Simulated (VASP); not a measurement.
Wanted: the native input for a VASP 6.6.1 run.

```
Task                   : single point
Functional             : PBE
Potentials or basis    : VASP PAW PBE potentials, release 64 (Si)
Cutoff                 : 500 eV
k mesh                 : 13 × 13 × 7
Occupations            : fermi-dirac, width 0.15 eV
Spin                   : no spin polarisation
Dipole correction      : no
Further INCAR settings : ALGO = Normal; EDIFF = 1e-06; NBANDS = 11
```

The structure of Si lies in POSCAR:

```
Si
1.0
    2.5228926022      0.0000000000      0.0000000000
   -1.2614463011      2.1848889949      0.0000000000
    0.0000000000      0.0000000000      4.2860270394
Si
2
Direct
    0.3333333333      0.6666666667      0.2500000000
    0.6666666667      0.3333333333      0.7500000000
```

These files were run (other wordings do the same):

INCAR

```
SYSTEM = Si
PREC = Accurate ; ENCUT = 500
EDIFF = 1E-6 ; ISMEAR = -1
SIGMA = 0.15 ; LREAL = .FALSE.
LASPH = .TRUE. ; NELM = 120
ALGO = Normal ; ISIF = 2
LWAVE = .FALSE. ; LCHARG = .FALSE.
GGA = PE ; NBANDS = 11
GGA_COMPAT = .FALSE.
```

KPOINTS

```
Automatic mesh
0
G
  13 13 7
  0 0 0
```

Potentials or basis: VASP PAW PBE potentials, release 64 (Si).

Command:

```bash
$ cat potpaw_PBE.64/Si/POTCAR > POTCAR
$ mpirun -np 1 vasp_std > vasp.out
```

It gave:

```json
{
  "Pressure": "26.4 GPa",
  "Band gap on the k mesh": "zero (band 4 reaches 23.65 eV, above the bottom of band 5 at 9.98 eV)"
}
```

Wall time 21 s on 1 thread of Intel Xeon 8259CL, on a shared host, peak memory 0.13 GiB.
